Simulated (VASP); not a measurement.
Runs of VASP 6.6.1 on Hf. The structure is that of space group Pm-3m (No. 221), or close to it. The cells are those of the table. This isn't the form of Hf at room conditions, which is hcp.

```csv
cell,gap on the mesh (eV),pressure (GPa)
"a = 2.866 Å, 1 atom",none,0.0
"a = 2.746 Å, 1 atom",none,(a)
"a = 2.903 Å, 1 atom",none,(b)
"a = 2.940 Å, 1 atom",none,-5.4
"a = 2.787 Å, 1 atom",none,7.6
```

Alike in all rows: task single point; level PBEsol; potentials or basis VASP PAW PBE potentials, release 64 (Hf_pv); no spin polarisation; k mesh 12 × 12 × 12; cutoff (eV) 520; smearing fermi-dirac 0.1 eV.

Estimate the missing entries.

(a) 12.6; (b) -2.9.

Caveats: the PAW data sets were made with another functional, which shifts forces and pressure a little; spin-orbit coupling is left out, which moves the levels of the heavy elements; the cell stands under pressure (at least some runs); the cell stands under tension (at least some runs).

A k mesh can miss the band edges, and the runs leave out spin-orbit coupling on Hf.

A gap of «none» marks levels without a gap at the run's occupations.
